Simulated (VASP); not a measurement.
# Cu: single point with PBE

Crystal: Cu.

```xyz
1
Lattice="0.0000 1.7479 1.7479 1.7479 0.0000 1.7479 1.7479 1.7479 0.0000" Properties=species:S:1:pos:R:3 pbc="T T T"
Cu    0.0000    0.0000    0.0000
```

* Program: VASP 6.6.1
* Task: single point
* Functional: PBE
* Potentials or basis: VASP PAW PBE potentials, release 64 (Cu)
* Cutoff: 520 eV
* k mesh: 28 × 28 × 28
* Occupations: gaussian, width 0.1 eV
* Spin: no spin polarisation

```yaml
Pressure: 21.6 GPa
```

Levels at points of the mesh, in eV from the Fermi level:
```
           k point  band 4  band 5  band 6  band 7  band 8  band 9
(0.00, 0.00, 0.00)   -3.39   -2.43   -2.43   23.36   26.81   26.81
(0.50, 0.00, 0.00)   -1.77   -1.77   -1.34    4.26   21.81   23.65
(0.50, 0.50, 0.00)   -1.60   -1.60    1.39    7.81   13.85   13.85
```

Run time: 52 s on 1 thread of AMD EPYC 7R43 64-Core Processor (Zen 3), with other jobs on the host, peak memory 0.14 GiB.
